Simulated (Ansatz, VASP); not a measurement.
# One calculation of SiNi2, two programs

INCAR

```
SYSTEM = SiNi2
ALGO = Fast
EDIFF = 1E-7
ENCUT = 520
GGA = PE
ISIF = 2
ISMEAR = 0
LASPH = .True.
LCHARG = .True.
LELF = .True.
LREAL = .False.
LVHAR = .True.
LWAVE = .False.
NBANDS = 60
NELM = 80
PREC = Accurate
SIGMA = 0.1
```

KPOINTS

```
k-points
0
Gamma
  9 7 5
  0 0 0
```

POSCAR

```
SiNi2
1.0
    3.7306708084      0.0000000000      0.0000000000
    0.0000000000      5.0212855182      0.0000000000
    0.0000000000      0.0000000000      7.0758908529
Si Ni
4 8
Direct
    0.7500000000      0.2869929313      0.6146319425
    0.2500000000      0.7130070687      0.3853680575
    0.7500000000      0.7869929313      0.8853680575
    0.2500000000      0.2130070687      0.1146319425
    0.7500000000      0.4594187838      0.2961226571
    0.2500000000      0.5405812162      0.7038773429
    0.7500000000      0.9594187838      0.2038773429
    0.2500000000      0.0405812162      0.7961226571
    0.7500000000      0.3306369562      0.9396510496
    0.2500000000      0.6693630438      0.0603489504
    0.7500000000      0.8306369562      0.5603489504
    0.2500000000      0.1693630438      0.4396510496
```

Input for Ansatz:

```yaml
crystal:
  lattice:
    - [3.7306708084, 0.0, 0.0]
    - [0.0, 5.0212855182, 0.0]
    - [0.0, 0.0, 7.0758908529]
  atoms:
    - { symbol: Si, position: [0.75, 0.2869929313, 0.6146319425] }
    - { symbol: Si, position: [0.25, 0.7130070687, 0.3853680575] }
    - { symbol: Si, position: [0.75, 0.7869929313, 0.8853680575] }
    - { symbol: Si, position: [0.25, 0.2130070687, 0.1146319425] }
    - { symbol: Ni, position: [0.75, 0.4594187838, 0.2961226571] }
    - { symbol: Ni, position: [0.25, 0.5405812162, 0.7038773429] }
    - { symbol: Ni, position: [0.75, 0.9594187838, 0.2038773429] }
    - { symbol: Ni, position: [0.25, 0.0405812162, 0.7961226571] }
    - { symbol: Ni, position: [0.75, 0.3306369562, 0.9396510496] }
    - { symbol: Ni, position: [0.25, 0.6693630438, 0.0603489504] }
    - { symbol: Ni, position: [0.75, 0.8306369562, 0.5603489504] }
    - { symbol: Ni, position: [0.25, 0.1693630438, 0.4396510496] }
basis:
  ecutwfc: 420
kpoints:
  mp_grid: { grid: [9, 7, 5] }
hamiltonian:
  xc: pbe
scf:
  occupations: { method: gaussian, width: 0.1 }
output:
  forces: true
  stress: true
  eigenvalues: true
```

Alike in both runs: task single point; functional PBE; k mesh 9 × 7 × 5; occupations gaussian, width 0.1 eV; no spin polarisation.

|  | VASP | Ansatz |
| --- | --- | --- |
| version | VASP 6.6.1 | Ansatz 0.2.0 |
| potentials or method | VASP PAW PBE potentials, release 64 (Si, Ni), cutoff 520 eV | scalar-relativistic, plane waves, PAW |
| valence electrons in the cell | 96 | 160 |

|  | VASP | Ansatz | Ansatz less VASP |
| --- | --- | --- | --- |
| gap on the k mesh at the Fermi level (eV) | none | none | - |
| pressure (GPa) | 0.1 | 0.0 | -0.06 |
| traceless stress, the component that is largest in VASP (GPa) | 0.10 | 0.13 | +0.021 |
| rms of the force components (eV/Å) | 0.008 | 0.003 | -0.0044 |

Atom by atom the forces differ by 0.005 eV/Å (rms over components). A gap of «none» marks a metal or a gap that the smearing closes. VASP's potentials hold 96 valence electrons a cell and Ansatz's 160, so a difference there can come from the potentials and not from the codes.
